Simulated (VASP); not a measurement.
# Mg64O64F (a cell with a defect) in VASP: a series of runs

Aim: see how the results for Mg64O64F (a cell with a defect) move with the level of theory and the settings. Levels: PBE, r2SCAN. Tasks: single point.

Everything below comes from runs of VASP 6.6.1. Logs are shortened: lines on timing, memory, paths and dates and some standing lists are left out, and cuts for length are marked.

### Step 1. The cell of the first run

The cell holds a defect, 129 atoms: a = 12.033 Å, b = 12.033 Å, c = 12.033 Å, α = 60.00°, β = 60.00°, γ = 60.00°.

### Step 2. Single point, PBE

File INCAR:

```
  PREC = Accurate
  ENCUT = 520
  EDIFF = 1E-7
  ISMEAR = -1
  SIGMA = 0.01
  LREAL = Auto
  LASPH = T
  NELM = 80
  ALGO = Normal
  ISIF = 2
  LWAVE = F
  LCHARG = F
  GGA = PE
  NBANDS = 330
  NELECT = 520.0
```

File KPOINTS:

```
regular mesh
0
Gamma
  1 1 1
```

File POSCAR:

```
Mg64O64F
1.0
    0.0000000000      8.5087624600      8.5087624600
    8.5087624600      0.0000000000      8.5087624600
    8.5087624600      8.5087624600      0.0000000000
Mg O F
64 64 1
Direct
    0.0006086079      0.0035459328     -0.0007704411
    0.0005884522      0.0036539979      0.2464098639
   -0.0003018653      0.0023355335      0.4969235561
   -0.0002986333      0.0025319781      0.7510435307
    0.0023316552      0.2553910172     -0.0039263642
    0.0010959878      0.2524147912      0.2477210417
[... 121 lines left out ...]
    0.8692938056      0.8811264312      0.8774416415
    0.1255361170      0.6248295243      0.7479782201
```

Potentials or basis: VASP PAW PBE potentials, release 64 (Mg, O, F).

Started as:

```sh
cat potpaw_PBE.64/Mg/POTCAR potpaw_PBE.64/O/POTCAR potpaw_PBE.64/F/POTCAR > POTCAR
mpirun -np 1 vasp_gam > vasp.out
```

OUTCAR:

```text
PREC = Accurate
   ENCUT = 520
   EDIFF = 1E-7
   ISMEAR = -1
   LREAL = Auto
   LASPH = T
   NELM = 80
   ISIF = 2
   GGA = PE
   NELECT = 520.0

 ion  position               nearest neighbor table
   1  0.001  0.004  0.999-  80 2.09  68 2.11  77 2.11 113 2.11 116 2.13 125 2.16  13 2.95   2 2.97
                            17 2.99  53 2.99  20 2.99   4 3.00   8 3.01  50 3.02   5 3.02  29 3.03
   2  0.001  0.004  0.246-  78 2.09  65 2.11 113 2.11  77 2.11 114 2.13 126 2.16  15 2.95   1 2.97
                            17 2.98  54 2.99  18 2.99   3 3.00   6 3.00  50 3.02   5 3.02  30 3.03
   3  1.000  0.002  0.497-  66 2.10  78 2.11  79 2.12 114 2.12 127 2.14 115 2.15  16 2.91  18 2.98
                            19 2.99  55 2.99   2 3.00   6 3.00   7 3.00  51 3.02  31 3.03  15 3.05
   4  1.000  0.003  0.751-  67 2.10  80 2.12 116 2.12  79 2.12 128 2.14 115 2.14  16 2.90  20 2.98
                            19 2.99  56 2.99   1 3.00   7 3.00   8 3.00  49 3.02  32 3.03  52 3.05
   5  0.002  0.255  0.996-  72 2.10 120 2.11 117 2.11  68 2.14  65 2.14 113 2.17  57 2.97  24 2.98
                            21 2.99   8 3.00   6 3.00  53 3.02  54 3.02   2 3.02   1 3.02  17 3.03
   6  0.001  0.252  0.248-  69 2.08 117 2.12 118 2.13  65 2.13 114 2.14  66 2.14  21 2.97  22 2.99
                            58 2.99  54 3.00   5 3.00   3 3.00   2 3.00  10 3.01  55 3.01   7 3.02
   7  0.000  0.250  0.500-  70 2.10 119 2.13  67 2.13 118 2.13  66 2.13 115 2.13  23 2.98  22 2.99
                            56 3.00  55 3.00   4 3.00   3 3.00  59 3.01   8 3.01   6 3.02  10 3.02
   8  0.001  0.253  0.749-  71 2.08 120 2.12 119 2.13  68 2.13 116 2.14  67 2.14  24 2.98  60 2.99
                            23 2.99   5 3.00  53 3.00   4 3.00   1 3.01  11 3.01  56 3.01   7 3.01
   9  0.011  0.511  0.992-  76 2.03  69 2.18 121 2.18 124 2.19  72 2.19 117 2.26 129 2.49  25 2.97
[... 174 lines left out ...]
 128  0.869  0.881  0.877-  16 1.99  49 2.08  52 2.14   4 2.14  61 2.14  13 2.21
 129  0.126  0.625  0.748-  28 1.80  16 1.80  12 2.45  31 2.45   9 2.49  32 2.49

  LATTYP: Found a face centered cubic cell.
 ALAT       =    17.0175249200

  Lattice vectors:

 A1 = (   0.0000000000,   8.5087624600,   8.5087624600)
 A2 = (   8.5087624600,   0.0000000000,   8.5087624600)
 A3 = (   8.5087624600,   8.5087624600,   0.0000000000)

Analysis of symmetry for initial positions (statically):
=====================================================================
 Subroutine PRICEL returns:
 Original cell was already a primitive cell.

 Routine SETGRP: Setting up the symmetry group for a
 face centered cubic supercell.

 Subroutine GETGRP returns: Found  1 space group operations
 (whereof  1 operations were pure point group operations)
 out of a pool of 48 trial point group operations.

The static configuration has the point symmetry C_1 .

[... 220 lines left out ...]
   PSTRESS=    0.0 pullay stress
   NELECT =     520.0000    total number of electrons
   NUPDOWN=      -1.0000    fix difference up-down
   EMIN   =  10.00;   EMAX   =-10.00  energy-range for DOS
   EFERMI =   0.00;   METHOD = LEGACY
   ISMEAR =    -1;   SIGMA  =   0.01  broadening in eV -4-tet -1-fermi 0-gaus
   EFERMI_NEDOS =   21; number of points for ismear=-14 and -15
   IALGO  =     38    algorithm
   IMIX   =      4    mixing-type and parameters
     AMIX     =   0.40;   BMIX     =  1.00
     AMIX_MAG =   1.60;   BMIX_MAG =  1.00
  volume/ion in A,a.u.               =       9.55        64.45
  Fermi-wavevector in a.u.,A,eV,Ry     =   1.228003  2.320590 20.517479  1.507992
  Thomas-Fermi vector in A             =   2.362945
   LORBIT       =      0    0 simple, 1 ext, 2 COOP (PROOUT), +10 PAW based schemes
   GGA     = PE    functional components
   LHFCALC =     F    Hartree Fock is set to
   AEXX    =    0.0000 exact exchange contribution
   IVDW    =     0    specifies the selected vdW correction
   LEPSILON=     F    determine dielectric tensor
   LRPA    =     F    only Hartree local field effects (RPA)
 non-spin polarized calculation
  energy-cutoff  :      520.00
  volume of cell :     1232.05
 maximum number of plane-waves:     16612
 NGX is ok and might be reduce to    90
   NGX = 45   NGY = 45   NGZ = 45

 number of electron     519.9999986 magnetization

 Free energy of the ion-electron system (eV)
  ---------------------------------------------------
  ext. energy  EPLUGINS =         0.00000000
  ---------------------------------------------------
  free energy    TOTEN  =      -756.22399135 eV

  energy without entropy =     -756.22399135  energy(sigma->0) =     -756.22399135

 E-fermi :   5.4834     XC(G=0): -10.9730

 val. band max:        5.1893634891   @ k =   0.0000   0.0000   0.0000
 cond. band min:       7.4718925427   @ k =   0.0000   0.0000   0.0000
 fundamental gap:      2.2825290535
 Fermi energy:         5.4833615681

 k-point     1 :       0.0000    0.0000    0.0000
  band No.  band energies     occupation
      1     -18.8523      2.00000
      2     -14.1491      2.00000
      3     -13.6793      2.00000
      4     -13.6567      2.00000
      5     -13.6479      2.00000
      6     -13.5879      2.00000
[... 264 lines left out ...]
    271      10.6998      0.00000
    272      10.7367      0.00000
 [bands above 272 left out]

------------------------ aborting loop because EDIFF is reached ----------------------------------------

  FORCE on cell =-STRESS in cart. coord.  units (eV):
  Direction    XX          YY          ZZ          XY          YZ          ZX
  --------------------------------------------------------------------------------------
  -------------------------------------------------------------------------------------
  Total       29.1168168     29.2289917      7.1854869      5.8297474     -0.0073191     -0.0060688
  in kB       37.8638946     38.0097683      9.3441025      7.5810809     -0.0095179     -0.0078919
  external PRESSURE =      28.4059218 kB  Pullay stress =       0.0000000 kB

 VOLUME and BASIS-vectors are now :
 -----------------------------------------------------------------------------
  energy-cutoff  :      520.00
  volume of cell :     1232.05
      direct lattice vectors                 reciprocal lattice vectors
     0.000000000  8.508762460  8.508762460    -0.058762952  0.058762952  0.058762952
     8.508762460  0.000000000  8.508762460     0.058762952 -0.058762952  0.058762952
     8.508762460  8.508762460  0.000000000     0.058762952  0.058762952 -0.058762952

 POSITION                                       TOTAL-FORCE (eV/Angst)
 -----------------------------------------------------------------------------------
      8.53238      8.50739      0.03535        -0.005390      0.004458      0.005583
      2.12773      2.10165      0.03610        -0.003721      0.005702      0.002957
      4.24808     12.73440      8.52607        -0.004363      0.000210      0.001606
      6.41200     14.89667      8.52777        -0.003891      0.004857      0.002751
     10.64842      8.49519      2.19290        -0.001437      0.001399      0.004679
      4.25554      2.11713      2.15706         0.000483      0.000625      0.004851
[... 121 lines left out ...]
     14.96324     14.86256     14.89391         0.010929     -0.000861      0.003120
     11.68090      7.43253      6.38468         0.021084      0.008297      0.001153
 -----------------------------------------------------------------------------------
    total drift:                               -0.001392     -0.000121      0.022691

  FREE ENERGIE OF THE ION-ELECTRON SYSTEM (eV)
  ---------------------------------------------------
  free  energy   TOTEN  =      -756.2239913541 eV

  energy  without entropy=     -756.2239913541  energy(sigma->0) =     -756.22399135
```

OSZICAR:

```text
N       E                     dE             d eps       ncg     rms          rms(c)
DAV:   1     0.521906759599E+04    0.52191E+04   -0.28871E+05   668   0.154E+03
DAV:   2    -0.235729619398E+03   -0.54548E+04   -0.52321E+04   952   0.359E+02
DAV:   3    -0.847790398241E+03   -0.61206E+03   -0.60764E+03   744   0.126E+02
[... 11 lines left out ...]
DAV:  15    -0.756224001061E+03    0.33885E-04   -0.21702E-04   768   0.298E-02    0.115E-02
DAV:  16    -0.756223997061E+03    0.39995E-05   -0.46789E-05   792   0.189E-02    0.169E-02
DAV:  17    -0.756223990645E+03    0.64162E-05   -0.29185E-05   864   0.141E-02    0.380E-03
DAV:  18    -0.756223991398E+03   -0.75260E-06   -0.81286E-06   720   0.491E-03    0.182E-03
DAV:  19    -0.756223991354E+03    0.43492E-07   -0.23097E-07   624   0.149E-03
   1 F= -.75622399E+03 E0= -.75622399E+03  d E =-.103682E-12
```

It took 21 min on 1 thread of Intel Xeon Platinum 8259CL at 2.50GHz (Skylake/Cascade Lake), shared host; peak memory 1.4 GiB.

What came out:

```
Free energy   : -756.2240 eV
Largest force : 0.027 eV/Å
```

Forces in eV/Å, atoms in the order of the input:
```
Mg  -0.005  0.004  0.006
Mg  -0.004  0.006  0.003
Mg  -0.004  0.000  0.002
Mg  -0.004  0.005  0.003
Mg  -0.001  0.001  0.005
Mg   0.000  0.001  0.005
Mg  -0.001  0.000  0.000
Mg  -0.001 -0.002  0.003
Mg  -0.002 -0.001  0.012
Mg  -0.004 -0.003  0.008
Mg  -0.002  0.000  0.005
Mg   0.000 -0.001  0.003
Mg  -0.010  0.004  0.000
Mg  -0.006  0.008  0.000
Mg  -0.009  0.000 -0.001
Mg  -0.015  0.001  0.000
Mg  -0.001 -0.001 -0.001
Mg   0.001  0.000 -0.002
Mg   0.001 -0.003 -0.004
Mg   0.002  0.001 -0.003
Mg   0.004 -0.005  0.000
Mg   0.005 -0.006 -0.008
Mg   0.005 -0.002 -0.005
Mg   0.002 -0.003 -0.001
Mg   0.001 -0.007  0.000
Mg   0.007 -0.008  0.000
Mg  -0.004 -0.009 -0.001
Mg   0.004 -0.026 -0.001
Mg  -0.005 -0.003 -0.008
Mg  -0.001  0.000 -0.004
Mg  -0.001 -0.001 -0.004
Mg  -0.002 -0.001 -0.012
Mg  -0.002 -0.002  0.000
Mg  -0.003 -0.003 -0.004
Mg   0.003  0.003 -0.003
Mg   0.001  0.001  0.002
Mg  -0.005 -0.003  0.000
Mg   0.004 -0.001 -0.001
Mg   0.004  0.004 -0.001
Mg  -0.001 -0.001 -0.001
Mg   0.004 -0.006  0.006
Mg   0.007 -0.004  0.005
Mg   0.000 -0.005  0.000
Mg   0.006 -0.004 -0.001
Mg  -0.001  0.000 -0.002
Mg  -0.001  0.001 -0.003
Mg  -0.003  0.001 -0.004
Mg   0.001  0.002 -0.005
Mg  -0.002 -0.005  0.000
Mg   0.000  0.005 -0.001
Mg   0.003  0.004 -0.001
Mg   0.002 -0.005 -0.001
Mg  -0.003 -0.003  0.004
Mg   0.003  0.003  0.002
Mg   0.001  0.002 -0.002
Mg  -0.002 -0.002 -0.001
Mg   0.002 -0.002  0.005
Mg   0.000  0.000  0.003
Mg  -0.001 -0.001  0.000
Mg  -0.001 -0.001  0.001
Mg  -0.005  0.002 -0.003
Mg  -0.005  0.005 -0.008
Mg  -0.002  0.005 -0.002
Mg  -0.003  0.002 -0.002
O   -0.005 -0.003  0.002
O    0.001  0.002 -0.002
O   -0.004  0.000 -0.001
O    0.003  0.003  0.004
O   -0.003  0.006  0.004
O   -0.006  0.006  0.003
O   -0.002  0.001  0.005
O   -0.003 -0.002 -0.003
O   -0.002 -0.002 -0.001
O    0.012  0.013  0.004
O    0.008  0.021  0.003
O   -0.002  0.000  0.000
O    0.006 -0.001  0.003
O    0.007 -0.001 -0.006
O    0.003 -0.002  0.001
O    0.005 -0.003  0.000
O    0.005 -0.001  0.003
O    0.001 -0.001  0.000
O   -0.002 -0.002  0.004
O    0.002 -0.001 -0.005
O   -0.005  0.000 -0.001
O    0.004  0.003  0.000
O   -0.009  0.005  0.004
O   -0.002  0.014  0.003
O   -0.001  0.006 -0.001
O   -0.005  0.007 -0.006
O   -0.005  0.003  0.003
O   -0.003  0.006  0.000
O    0.002 -0.002 -0.004
O    0.004  0.003  0.001
O   -0.001 -0.002 -0.003
O    0.004  0.001  0.003
O   -0.001  0.000 -0.001
O    0.000 -0.001  0.005
O   -0.006 -0.005  0.000
O    0.004  0.006  0.004
O    0.000  0.004 -0.002
O   -0.001 -0.001 -0.002
O    0.001  0.002  0.004
O   -0.002  0.000 -0.003
O   -0.004 -0.003  0.002
O    0.002  0.003 -0.003
O   -0.002 -0.003 -0.001
O    0.000  0.003  0.003
O   -0.001  0.005  0.004
O    0.000  0.000  0.000
O   -0.002 -0.002  0.004
O   -0.001  0.002 -0.002
O    0.004 -0.001 -0.002
O   -0.001 -0.002 -0.002
O    0.004  0.001  0.000
O    0.000 -0.002 -0.005
O   -0.001 -0.002 -0.004
O    0.002 -0.001 -0.004
O    0.000 -0.003 -0.002
O    0.002  0.001  0.001
O    0.004 -0.003  0.005
O    0.006 -0.006 -0.001
O    0.001  0.001  0.003
O   -0.001 -0.002 -0.003
O   -0.001 -0.008 -0.002
O    0.003  0.001  0.000
O    0.001 -0.004  0.003
O    0.011 -0.001  0.003
F    0.021  0.008  0.001
```

Levels at points of the mesh, in eV from the Fermi level:
```tsv
k point	band 256	band 257	band 258	band 259	band 260	band 261	band 262	band 263	band 264	band 265
(0.00, 0.00, 0.00)	-2.34	-2.31	-2.20	-1.78	-0.29	1.99	4.25	4.27	4.33	4.37
```

Caveat: the k points lie up to 0.64 Å⁻¹ apart; the cell carries a net charge on a neutralising background, which shifts energy and pressure; the cell is charged against a uniform background, so pressure and absolute levels hang on convention.

### Step 3. Single point, r2SCAN

File POSCAR:

```
Mg64O64F
1.0
    0.0000000000      8.5087624600      8.5087624600
    8.5087624600      0.0000000000      8.5087624600
    8.5087624600      8.5087624600      0.0000000000
Mg O F
64 64 1
Direct
    0.0006086000      0.0035459400     -0.0007704200
    0.0005884300      0.0036540000      0.2464098600
   -0.0003018200      0.0023355300      0.4969235400
   -0.0002986200      0.0025319600      0.7510435700
    0.0023316500      0.2553910200     -0.0039264100
    0.0010959900      0.2524148400      0.2477210500
[... 121 lines left out ...]
    0.8692938400      0.8811264300      0.8774416400
    0.1255361200      0.6248294800      0.7479782100
```

File INCAR.step1:

```
SYSTEM = Mg64O64F
ALGO = Normal
EDIFF = 1E-4
ENCUT = 520
GGA = PE
ISMEAR = -1
LASPH = .True.
LCHARG = .False.
LREAL = Auto
LWAVE = .True.
NBANDS = 330
NELECT = 520.0
NELM = 60
PREC = Accurate
SIGMA = 0.01
```

File INCAR.step2:

```
SYSTEM = Mg64O64F
ALGO = Normal
EDIFF = 1E-6
ENCUT = 520
ISIF = 2
ISMEAR = -1
ISTART = 1
LASPH = .True.
LCHARG = .True.
LELF = .True.
LMIXTAU = .True.
LREAL = Auto
LVHAR = .True.
LWAVE = .False.
METAGGA = R2SCAN
NBANDS = 330
NELECT = 520.0
NELM = 60
PREC = Accurate
SIGMA = 0.01
```

File KPOINTS:

```
k-points
0
Gamma
  1 1 1
  0 0 0
```

Potentials or basis: VASP PAW PBE potentials, release 64 (Mg, O, F).

Started as:

```sh
cat potpaw_PBE.64/Mg/POTCAR potpaw_PBE.64/O/POTCAR potpaw_PBE.64/F/POTCAR > POTCAR
cp INCAR.step1 INCAR
mpirun -np 1 vasp_gam > vasp.out
cp INCAR.step2 INCAR
mpirun -np 1 vasp_gam > vasp.out
```

Run time: 48 min. Hardware: 1 thread of Intel Xeon Platinum 8259CL at 2.50GHz (Skylake/Cascade Lake), shared host; peak memory 1.6 GiB.

Results (log left out):

| Item | Value |
| --- | --- |
| Free energy | -1029.2196 eV |
| Largest force | 0.135 eV/Å |

Forces on the atoms (eV/Å):
```
Mg  -0.010  0.011  0.012
Mg  -0.010  0.010  0.009
Mg  -0.009 -0.005  0.002
Mg   0.002  0.009  0.003
Mg  -0.005  0.005  0.009
Mg   0.000  0.002  0.013
Mg  -0.001  0.000  0.006
Mg  -0.003 -0.001  0.013
Mg   0.017  0.018  0.062
Mg   0.001  0.003  0.006
Mg  -0.009 -0.007  0.004
Mg  -0.018 -0.019  0.058
Mg  -0.085  0.050  0.001
Mg  -0.040  0.041  0.001
Mg  -0.056  0.074  0.000
Mg  -0.093  0.078  0.000
Mg  -0.001 -0.001 -0.011
Mg   0.001 -0.002 -0.009
Mg   0.005 -0.006 -0.011
Mg   0.003  0.001 -0.009
Mg   0.008  0.001 -0.002
Mg   0.011 -0.011 -0.012
Mg   0.009 -0.008 -0.009
Mg  -0.003 -0.008 -0.004
Mg   0.047 -0.082  0.001
Mg   0.040 -0.042  0.001
Mg   0.071 -0.057  0.000
Mg   0.083 -0.106 -0.002
Mg   0.001  0.002 -0.006
Mg  -0.008 -0.007 -0.003
Mg  -0.019 -0.019 -0.060
Mg   0.017  0.018 -0.061
Mg  -0.004 -0.005 -0.001
Mg  -0.007 -0.007 -0.004
Mg   0.007  0.007 -0.003
Mg   0.003  0.003  0.001
Mg  -0.004 -0.005 -0.001
Mg   0.018 -0.014 -0.001
Mg   0.004  0.002 -0.001
Mg  -0.011  0.009 -0.003
Mg   0.011 -0.011  0.012
Mg   0.011 -0.010  0.011
Mg  -0.004 -0.010  0.000
Mg   0.010  0.002  0.000
Mg  -0.001 -0.001 -0.012
Mg  -0.002  0.001 -0.010
Mg  -0.006  0.005 -0.011
Mg   0.001  0.004 -0.011
Mg  -0.003 -0.004 -0.001
Mg  -0.013  0.018  0.000
Mg   0.001  0.004 -0.001
Mg   0.012 -0.015 -0.003
Mg  -0.007 -0.008  0.003
Mg   0.007  0.008  0.001
Mg   0.003  0.003 -0.001
Mg  -0.004 -0.005  0.000
Mg   0.005 -0.005  0.010
Mg   0.002  0.000  0.012
Mg  -0.001  0.000  0.006
Mg  -0.001 -0.002  0.012
Mg   0.000  0.007 -0.006
Mg  -0.010  0.011 -0.012
Mg  -0.008  0.009 -0.007
Mg  -0.007 -0.003 -0.006
O   -0.005 -0.001  0.008
O    0.000  0.000 -0.007
O   -0.003  0.001 -0.006
O    0.002  0.002  0.010
O   -0.003  0.028  0.002
O   -0.010  0.009 -0.002
O   -0.025  0.001  0.003
O   -0.024  0.021  0.019
O    0.014  0.015  0.000
O   -0.008 -0.007  0.005
O   -0.022 -0.009  0.003
O    0.030  0.033  0.000
O    0.010 -0.006  0.007
O    0.007 -0.025 -0.003
O    0.026 -0.023 -0.021
O    0.027 -0.003  0.004
O    0.003  0.000  0.002
O   -0.002  0.002  0.000
O   -0.003  0.001  0.003
O   -0.003  0.005 -0.007
O   -0.002 -0.020 -0.001
O    0.024  0.001  0.000
O    0.016  0.036  0.003
O   -0.032 -0.013  0.003
O   -0.006  0.010  0.004
O   -0.028  0.007 -0.004
O   -0.026  0.026 -0.020
O   -0.003  0.028  0.004
O    0.002 -0.001  0.007
O    0.005  0.004  0.034
O   -0.002 -0.002  0.027
O    0.004  0.001  0.014
O   -0.001 -0.001  0.000
O    0.000 -0.001  0.006
O    0.003  0.003 -0.001
O   -0.004 -0.003  0.004
O   -0.002  0.006 -0.002
O   -0.003  0.002 -0.001
O   -0.004  0.008  0.004
O   -0.005  0.002 -0.001
O   -0.002 -0.002  0.008
O    0.000  0.003 -0.008
O   -0.002 -0.002 -0.007
O   -0.001  0.002  0.009
O    0.000  0.003  0.003
O    0.002 -0.002 -0.001
O    0.001 -0.004  0.003
O    0.005 -0.004 -0.003
O    0.006 -0.003 -0.002
O    0.002 -0.004 -0.001
O    0.009 -0.004  0.000
O    0.001 -0.005 -0.003
O   -0.002 -0.002 -0.035
O    0.001 -0.001 -0.014
O    0.001 -0.002 -0.013
O    0.002  0.001 -0.033
O    0.026 -0.003  0.003
O    0.009 -0.010 -0.007
O    0.001 -0.022  0.001
O    0.022 -0.023  0.019
O   -0.021 -0.004 -0.002
O    0.001  0.021  0.001
O    0.031  0.020  0.002
O   -0.015 -0.031  0.002
F    0.023  0.009  0.001
```

Levels at points of the mesh, in eV from the Fermi level:
```
           k point  band 256  band 257  band 258  band 259  band 260  band 261  band 262  band 263  band 264  band 265
(0.00, 0.00, 0.00)     -2.32     -2.31     -2.18     -1.73     -0.25      2.83      5.10      5.12      5.18      5.23
```

Caveat: the k points lie up to 0.64 Å⁻¹ apart; the cell carries a net charge on a neutralising background, which shifts energy and pressure; the cell is charged against a uniform background, so pressure and absolute levels hang on convention; the PAW data sets were made with another functional, which shifts forces and pressure a little.
